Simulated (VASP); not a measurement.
Write the native input for VASP 6.6.1 that does the following.

```
Task                   : single point
Functional             : PBEsol
Potentials or basis    : VASP PAW PBE potentials, release 64 (Mg, S)
Cutoff                 : 520 eV
k mesh                 : 8 × 8 × 8
Occupations            : gaussian, width 0.01 eV
Spin                   : no spin polarisation
Dipole correction      : no
Further INCAR settings : ALGO = Normal; EDIFF = 1e-06; NBANDS = 11
```

The structure of MgS lies in POSCAR:

```
MgS
1.0
    0.0000000000      2.5909610182      2.5909610182
    2.5909610182      0.0000000000      2.5909610182
    2.5909610182      2.5909610182      0.0000000000
Mg S
1 1
Direct
    0.0000000000      0.0000000000      0.0000000000
    0.5000000000      0.5000000000      0.5000000000
```

One way to write it, as run:

INCAR

```
SYSTEM = MgS
PREC = Accurate
ENCUT = 520
EDIFF = 1E-6
ISMEAR = 0
SIGMA = 0.01
LREAL = .FALSE.
LASPH = .TRUE.
NELM = 80
ALGO = Normal
ISIF = 2
LWAVE = .FALSE.
LCHARG = .FALSE.
GGA = PS
NBANDS = 11
```

KPOINTS

```
regular mesh
0
G
  8 8 8
  0 0 0
```

Potentials or basis: VASP PAW PBE potentials, release 64 (Mg, S).

Launch:

```console
$ cat potpaw_PBE.64/Mg/POTCAR potpaw_PBE.64/S/POTCAR > POTCAR
$ mpirun -np 1 vasp_std > vasp.out
```

It gave:

```json
{"Pressure": "-0.2 GPa", "Band gap on the k mesh": "2.73 eV, indirect (least direct gap 3.69 eV)"}
```

Caveat: the PAW data sets were made with another functional, which shifts forces and pressure a little.

Wall time 9.4 s on 1 thread of Intel(R) Xeon(R) Platinum 8559C (Emerald Rapids) (shared host), peak memory 0.15 GiB.
